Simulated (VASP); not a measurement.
The system is Ta2N.

```
Ta N
1.0
     3.07079    0.00000    0.00000
    -1.53540    2.65938    0.00000
     0.00000    0.00000    4.80402
Ta N
2 1
Cartesian
  0.0000 1.7729 1.2236
  1.5354 0.8865 3.5804
  0.0000 0.0000 0.0000
```

This cell differs from its parent crystal: volume scaled by 0.96.

Base run:

- Program: VASP 6.6.1
- Functional: LDA
- Potentials or basis: VASP PAW LDA potentials, release 64 (Ta_pv, N)
- Cutoff: 520 eV
- k mesh: 10 × 10 × 6
- Occupations: fermi-dirac, width 0.05 eV
- Spin: no spin polarisation

Its results: pressure -1.7 GPa; largest force 0.163 eV/Å.

**Question.** The run is repeated on the same cell with these changes: potentials or basis from VASP PAW LDA potentials, release 64 (Ta_pv, N) to VASP PAW LDA potentials, release 64 (Ta_sv_GW, N); cutoff from 520 eV to 600 eV; further incar settings from ALGO = Normal; EDIFF = 1e-06; NBANDS = 20 to ALGO = Normal; EDIFF = 1e-06; NBANDS = 22; valence electrons from 27 to 31. What comes out?

**Answer.** Pressure -2.3 GPa; largest force 0.174 eV/Å.
